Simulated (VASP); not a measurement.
# Ba (I4/mcm) in VASP: single point with PBE

Aim: the single point of Ba with PBE.

Program: VASP 6.6.1. These are calculated values, not measurements. Logs are shortened: lines on timing, memory, paths and dates and some standing lists are left out, and cuts for length are marked.

### 1 The cell of the first run

The structure is tetragonal, space group I4/mcm (No. 140). The conventional cell has a = 9.107 Å, b = 9.107 Å, c = 7.719 Å, α = 90.00°, β = 90.00°, γ = 90.00°. Within 5.7 Å of Ba (site symmetry m2m) lie 11 Ba at 4.37 to 4.94 Å.

### 2 Single point, PBE (Sr replaced by Ba, lengths x 1.062, strained)

Input file INCAR:

```
PREC = Accurate
ENCUT = 520
EDIFF = 1E-7
ISMEAR = 0
SIGMA = 0.1
LREAL = F
LASPH = T
NELM = 80
ALGO = Fast
ISIF = 2
LWAVE = F
LCHARG = F
GGA = PE
NBANDS = 28
```

Input file KPOINTS:

```
Automatic mesh
0
Gamma
  8 8 8
```

Input file POSCAR:

```
Ba
1.0
   -4.5534227455      4.5534227455      3.8595283800
    4.5534227455     -4.5534227455      3.8595283800
    4.5534227455      4.5534227455     -3.8595283800
Ba
4
Direct
    0.1696506811      0.6696506811      0.8393013522
    0.8303493189      0.3303493189      0.1606986478
    0.6696506811      0.8303493189      0.5000000000
    0.3303493189      0.1696506811      0.5000000000
```

Potentials or basis: VASP PAW PBE potentials, release 64 (Ba_sv).

Launch:

```console
> cat potpaw_PBE.64/Ba_sv/POTCAR > POTCAR
> mpirun -np 1 vasp_std > vasp.out
```

OUTCAR:

```text
PREC = Accurate
   ENCUT = 520
   EDIFF = 1E-7
   ISMEAR = 0
   LREAL = F
   LASPH = T
   NELM = 80
   ISIF = 2
   GGA = PE

 ion  position               nearest neighbor table
   1  0.170  0.670  0.839-   2 4.37   2 4.38   2 4.38
   2  0.830  0.330  0.161-   1 4.37   1 4.38   1 4.38
   3  0.670  0.830  0.500-   4 4.37   4 4.38   4 4.38
   4  0.330  0.170  0.500-   3 4.37   3 4.38   3 4.38

  LATTYP: Found a body centered tetragonal cell.
 ALAT       =     9.1068454910
 C/A-ratio  =     0.8476103792

  Lattice vectors:

 A1 = (  -4.5534227455,   4.5534227455,   3.8595283800)
 A2 = (   4.5534227455,  -4.5534227455,   3.8595283800)
 A3 = (   4.5534227455,   4.5534227455,  -3.8595283800)

Analysis of symmetry for initial positions (statically):
=====================================================================
 Subroutine PRICEL returns:
 Original cell was already a primitive cell.

 Routine SETGRP: Setting up the symmetry group for a
 body centered tetragonal supercell.

 Subroutine GETGRP returns: Found 16 space group operations
 (whereof  8 operations were pure point group operations)
 out of a pool of 16 trial point group operations.

The static configuration has the point symmetry C_4h.
 The point group associated with its full space group is D_4h.

Analysis of symmetry for dynamics (positions and initial velocities):
=====================================================================
 Subroutine PRICEL returns:
 Original cell was already a primitive cell.

 Routine SETGRP: Setting up the symmetry group for a
 body centered tetragonal supercell.

 Subroutine GETGRP returns: Found 16 space group operations
 (whereof  8 operations were pure point group operations)
 out of a pool of 16 trial point group operations.

The dynamic configuration has the point symmetry C_4h.
 The point group associated with its full space group is D_4h.

 Subroutine INISYM returns: Found 16 space group operations
 (whereof  8 operations are pure point group operations),
 and found     1 'primitive' translations

----------------------------------------------------------------------------------------

                                     Primitive cell

  volume of cell :     320.0886

  direct lattice vectors                    reciprocal lattice vectors
    -4.553422745  4.553422745  3.859528380     0.000000000  0.109807507  0.129549507
     4.553422745 -4.553422745  3.859528380     0.109807507  0.000000000  0.129549507
     4.553422745  4.553422745 -3.859528380     0.109807507  0.109807507  0.000000000

  length of vectors
     7.507547983  7.507547983  7.507547983     0.169825685  0.169825685  0.155291266

  position of ions in fractional coordinates (direct lattice)
     0.169650681  0.669650681  0.839301352
     0.830349319  0.330349319  0.160698648
     0.669650681  0.830349319  0.500000000
     0.330349319  0.169650681  0.500000000

  ion indices of the primitive-cell ions
   primitive index   ion index
                 1           1
                 2           2
                 3           3
                 4           4

----------------------------------------------------------------------------------------

 KPOINTS: Automatic mesh

Automatic generation of k-mesh.
 Grid dimensions read from file:
 generate k-points for:    8    8    8

 Generating k-lattice:

  Cartesian coordinates                     Fractional coordinates (reciprocal lattice)
     0.000000000  0.013725938  0.016193688     0.125000000  0.000000000  0.000000000
     0.013725938  0.000000000  0.016193688     0.000000000  0.125000000  0.000000000
     0.013725938  0.013725938  0.000000000     0.000000000  0.000000000  0.125000000

  Length of vectors
     0.021228211  0.021228211  0.019411408

  Shift w.r.t. Gamma in fractional coordinates (k-lattice)
     0.000000000  0.000000000  0.000000000

 Subroutine IBZKPT returns following result:
 ===========================================

 Found     59 irreducible k-points:

 Following reciprocal coordinates:
            Coordinates               Weight
  0.000000  0.000000  0.000000      1.000000
  0.125000  0.000000  0.000000      8.000000
  0.250000  0.000000  0.000000      8.000000
  0.375000 -0.000000  0.000000      8.000000
  0.500000  0.000000  0.000000      4.000000
  0.125000  0.125000  0.000000      8.000000
[... 16 lines left out ...]
  0.250000  0.125000  0.125000     16.000000
  0.375000  0.125000  0.125000      8.000000
 [... further k-points ...]
   k-points           NKPTS =     59   k-points in BZ     NKDIM =     59   number of bands    NBANDS=     28
   number of dos      NEDOS =    301   number of ions     NIONS =      4
   total plane-waves  NPLWV = 175616
   dimension x,y,z NGX =    56 NGY =   56 NGZ =   56
   dimension x,y,z NGXF=   112 NGYF=  112 NGZF=  112
   ions per type =               4
   NGX,Y,Z   is equivalent  to a cutoff of  12.40, 12.40, 12.40 a.u.
   NGXF,Y,Z  is equivalent  to a cutoff of  24.80, 24.80, 24.80 a.u.
 SYSTEM =  unknown system
   PREC   = accura    normal or accurate (medium, high low for compatibility)
   ISTART =      0    job   : 0-new  1-cont  2-samecut
   ICHARG =      2    charge: 1-file 2-atom 10-const
   ISPIN  =      1    spin polarized calculation?
   LNONCOLLINEAR =      F non collinear calculations
   LSORBIT =      F    spin-orbit coupling
   LASPH  =      T    aspherical Exc in radial PAW
   ENCUT  =  520.0 eV  38.22 Ry    6.18 a.u.  13.96 13.96 13.96*2*pi/ulx,y,z
   NELM   =     80;   NELMIN=  2; NELMDL= -5     # of ELM steps
   EDIFF  = 0.1E-06   stopping-criterion for ELM
   LREAL  =      F    real-space projection
   EDIFFG = 0.1E-05   stopping-criterion for IOM
   NSW    =      0    number of steps for IOM
   IBRION =     -1    ionic relax: 0-MD 1-quasi-New 2-CG
   NFREE  =      0    steps in history (QN), initial steepest desc. (CG)
   ISIF   =      2    stress and relaxation
   ISYM   =      2    0-nonsym 1-usesym 2-fastsym
   POTIM  = 0.5000    time-step for ionic-motion
   TEBEG  =    0.0;   TEEND  =   0.0 temperature during run
   PSTRESS=    0.0 pullay stress
   NELECT =      40.0000    total number of electrons
   NUPDOWN=      -1.0000    fix difference up-down
   EMIN   =  10.00;   EMAX   =-10.00  energy-range for DOS
   EFERMI =   0.00;   METHOD = LEGACY
   ISMEAR =     0;   SIGMA  =   0.10  broadening in eV -4-tet -1-fermi 0-gaus
   EFERMI_NEDOS =   21; number of points for ismear=-14 and -15
   IALGO  =     68    algorithm
   IMIX   =      4    mixing-type and parameters
     AMIX     =   0.40;   BMIX     =  1.00
     AMIX_MAG =   1.60;   BMIX_MAG =  1.00
  volume/ion in A,a.u.               =      80.02       540.02
  Fermi-wavevector in a.u.,A,eV,Ry     =   0.818474  1.546691  9.114534  0.669899
  Thomas-Fermi vector in A             =   1.929107
   LORBIT       =      0    0 simple, 1 ext, 2 COOP (PROOUT), +10 PAW based schemes
   GGA     = PE    functional components
   LHFCALC =     F    Hartree Fock is set to
   AEXX    =    0.0000 exact exchange contribution
   IVDW    =     0    specifies the selected vdW correction
   LEPSILON=     F    determine dielectric tensor
   LRPA    =     F    only Hartree local field effects (RPA)
 non-spin polarized calculation
 RMM-DIIS sequential band-by-band and
 Gauss-broadening in eV      SIGMA  =   0.10
  energy-cutoff  :      520.00
  volume of cell :      320.09
 maximum number of plane-waves:      8670
   NGX = 27   NGY = 27   NGZ = 27

 number of electron      39.9999994 magnetization

 Free energy of the ion-electron system (eV)
  ---------------------------------------------------
  ext. energy  EPLUGINS =         0.00000000
  ---------------------------------------------------
  free energy    TOTEN  =        -6.89010131 eV

  energy without entropy =       -6.85496268  energy(sigma->0) =       -6.87253200

 E-fermi :   0.9205     XC(G=0):  -6.6484

 val. band max:        0.9134406943   @ k =  -0.2500   0.2500   0.0000
 cond. band min:       0.9246868572   @ k =   0.5000   0.5000   0.2500
 fundamental gap:      0.0112461628
 Fermi energy:         0.9204774934

 k-point     1 :       0.0000    0.0000    0.0000
  band No.  band energies     occupation
      1     -28.3975      2.00000
      2     -28.3808      2.00000
      3     -28.3641      2.00000
      4     -28.3641      2.00000
      5     -13.6458      2.00000
      6     -13.6181      2.00000
[... 20 lines left out ...]
     27       2.0158      0.00000
     28       2.3604      0.00000

 k-point     2 :       0.1250    0.0000    0.0000
  band No.  band energies     occupation
      1     -28.3961      2.00000
      2     -28.3804      2.00000
      3     -28.3650      2.00000
      4     -28.3648      2.00000
      5     -13.6509      2.00000
      6     -13.6251      2.00000
[... 20 lines left out ...]
     27       2.2239      0.00000
     28       2.3360      0.00000

 k-point     3 :       0.2500    0.0000    0.0000
  band No.  band energies     occupation
      1     -28.3924      2.00000
      2     -28.3795      2.00000
      3     -28.3678      2.00000
      4     -28.3668      2.00000
      5     -13.6605      2.00000
      6     -13.6419      2.00000
[... 20 lines left out ...]
     27       2.2290      0.00000
     28       2.2947      0.00000

 k-point     4 :       0.3750   -0.0000    0.0000
  band No.  band energies     occupation
      1     -28.3870      2.00000
      2     -28.3789      2.00000
      3     -28.3712      2.00000
      4     -28.3694      2.00000
      5     -13.6664      2.00000
      6     -13.6566      2.00000
[... 578 lines left out ...]
     27       2.1428      0.00000
     28       2.1470      0.00000

 k-point    23 :       0.2500    0.1250    0.1250
  band No.  band energies     occupation
      1     -28.3861      2.00000
      2     -28.3787      2.00000
      3     -28.3724      2.00000
      4     -28.3693      2.00000
      5     -13.6554      2.00000
      6     -13.6498      2.00000
[... 20 lines left out ...]
     27       2.0600      0.00000
     28       2.2467      0.00000

 k-point    24 :       0.3750    0.1250    0.1250
  band No.  band energies     occupation
      1     -28.3812      2.00000
      2     -28.3812      2.00000
      3     -28.3721      2.00000
      4     -28.3720      2.00000
      5     -13.6544      2.00000
      6     -13.6544      2.00000
[... 20 lines left out ...]
     27       2.0841      0.00000
     28       2.0948      0.00000

 [... further k-points ...]

------------------------ aborting loop because EDIFF is reached ----------------------------------------

  FORCE on cell =-STRESS in cart. coord.  units (eV):
  Direction    XX          YY          ZZ          XY          YZ          ZX
  --------------------------------------------------------------------------------------
  -------------------------------------------------------------------------------------
  Total       -2.1009381     -2.1009381     -1.1849304      0.0000000     -0.0000000      0.0000000
  in kB      -10.5160749    -10.5160749     -5.9310728      0.0000000     -0.0000000      0.0000000
  external PRESSURE =      -8.9877409 kB  Pullay stress =       0.0000000 kB

 VOLUME and BASIS-vectors are now :
 -----------------------------------------------------------------------------
  energy-cutoff  :      520.00
  volume of cell :      320.09
      direct lattice vectors                 reciprocal lattice vectors
    -4.553422745  4.553422745  3.859528380     0.000000000  0.109807507  0.129549507
     4.553422745 -4.553422745  3.859528380     0.109807507  0.000000000  0.129549507
     4.553422745  4.553422745 -3.859528380     0.109807507  0.109807507  0.000000000

 POSITION                                       TOTAL-FORCE (eV/Angst)
 -----------------------------------------------------------------------------------
      6.09841      1.54498      0.00000        -0.043151     -0.043151     -0.000000
     -1.54498      3.00844      3.85953         0.043151      0.043151     -0.000000
      3.00844      1.54498      3.85953         0.043151     -0.043151     -0.000000
      1.54498      3.00844     -0.00000        -0.043151      0.043151      0.000000
 -----------------------------------------------------------------------------------
    total drift:                               -0.000014      0.000006      0.000024

  FREE ENERGIE OF THE ION-ELECTRON SYSTEM (eV)
  ---------------------------------------------------
  free  energy   TOTEN  =        -6.8901013150 eV

  energy  without entropy=       -6.8549626848  energy(sigma->0) =       -6.87253200
```

Run time: 8.9 min. Hardware: 1 thread of Intel Xeon 6975P-C (Granite Rapids), shared host; peak memory 0.66 GiB.

What came out:

| Quantity | Value |
| --- | --- |
| Free energy | -6.8901 eV |
| Pressure | -0.9 GPa |
| Largest force | 0.061 eV/Å |
| Band gap on the k mesh | zero (bands 20 and 21 overlap by 0.16 eV) |

Forces on the atoms (eV/Å):
```
Ba  -0.043 -0.043  0.000
Ba   0.043  0.043  0.000
Ba   0.043 -0.043  0.000
Ba  -0.043  0.043  0.000
```

Caveat: the cell differs from its parent crystal (Sr replaced by Ba, lengths x 1.062, strained); spin-orbit coupling is left out, which moves the levels of the heavy elements.
